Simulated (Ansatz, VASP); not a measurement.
One calculation of AlNi3, two programs

```
Al Ni
1.0
     3.51839    0.00000    0.00000
     0.00000    3.51839    0.00000
     0.00000    0.00000    3.51839
Al Ni
1 3
Direct
  0.00000 0.00000 0.00000
  0.00000 0.50000 0.50000
  0.50000 0.00000 0.50000
  0.50000 0.50000 0.00000
```

Alike in both runs: task single point; functional PBE; k mesh 12 × 12 × 12; occupations gaussian, width 0.05 eV; collinear spin.

|  | VASP | Ansatz |
| --- | --- | --- |
| version | VASP 6.6.1 | Ansatz 0.2.0 |
| potentials or method | VASP PAW PBE potentials, release 64 (Al, Ni), cutoff 520 eV | scalar-relativistic, plane waves, PAW |
| valence electrons in the cell | 33 | 57 |

```csv
,VASP,Ansatz,Ansatz less VASP
gap on the k mesh at the Fermi level (eV),none,none,-
pressure (GPa),8.1,8.2,+0.04
net moment per atom (μB),0.18,0.18,+0.007
size of the moment on the site where the two differ most (μB),0.25,0.27,+0.022
```

Site moments also hang on the region over which each program counts them. A gap of «none» marks a metal or a gap that the smearing closes. VASP's potentials hold 33 valence electrons a cell and Ansatz's 57, so a difference there can come from the potentials and not from the codes.
